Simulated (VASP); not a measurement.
RbBr:

```
Rb Br
1.0
     4.02514    0.00000    0.00000
     0.00000    4.12793    0.00000
     0.00000    0.00000    4.12793
Rb Br
1 1
Direct
  0.00000 0.00000 0.00000
  0.50000 0.50000 0.50000
```

This cell differs from its parent crystal: uniaxial x strain -2.5%.

Program: VASP 6.6.1. Alike in all runs: task single point; potentials or basis VASP PAW PBE potentials, release 64 (Rb_sv, Br); no spin polarisation; cell as given; cutoff (eV) 520.

Question: Order these runs on this cell by their band gap on the k mesh, lowest first.
A. level PBE; k mesh 6 × 6 × 6; smearing fermi-dirac 0.02 eV
B. level r2SCAN; k mesh 6 × 6 × 6; smearing gaussian 0.01 eV
C. level HSE06; k mesh 4 × 4 × 4; smearing gaussian 0.01 eV; grid for exact exchange (PRECFOCK) Normal; share of exact exchange 0.25; screening parameter 0.2079 1/Å

Answer: A (4.08 eV), B (4.84 eV), C (5.27 eV).

A k mesh can miss the band edges.
